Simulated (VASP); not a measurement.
Input of a VASP 6.6.1 run:

Contents of INCAR:

```
SYSTEM = Ti2B3
PREC     = Accurate       ! precision mode
ENCUT    = 520            ! plane-wave cutoff, eV
EDIFF    = 1E-7           ! SCF threshold, eV
ISMEAR   = 0              ! smearing method
SIGMA    = 0.1            ! smearing width, eV
LREAL    = .FALSE.        ! projectors in reciprocal space
LASPH    = .TRUE.         ! aspherical terms in the spheres
NELM     = 60             ! most SCF steps
ALGO     = Normal         ! electronic algorithm
ISIF     = 2              ! what is computed and relaxed
LWAVE    = .FALSE.        ! write WAVECAR
LCHARG   = .FALSE.        ! write CHGCAR
GGA      = PE             ! functional
NBANDS   = 24             ! bands
```

KPOINTS

```
regular mesh
0
G
  4 4 6
  0 0 0
```

Contents of POSCAR:

```
Ti2B3
1.0
    4.5055794178      0.0000000000      0.0000000000
    0.0000000000      4.5055794178      0.0000000000
    0.0000000000      0.0000000000      3.0711027949
Ti B
2 3
Direct
    0.0000000000      0.5000000000      0.0000000000
    0.5000000000      0.0000000000      0.0000000000
    0.5000000000      0.5000000000      0.7522119548
    0.5000000000      0.5000000000      0.2477880452
    0.0000000000      0.0000000000      0.0000000000
```

Potentials or basis: VASP PAW PBE potentials, release 64 (Ti_sv, B).

Run with:

```sh
$ cat potpaw_PBE.64/Ti_sv/POTCAR potpaw_PBE.64/B/POTCAR > POTCAR
$ mpirun -np 1 vasp_std > vasp.out
```

(1) Estimate the pressure.

(2) Estimate the largest force.

## Answers

(1) 0.1 GPa.

(2) 0.004 eV/Å.
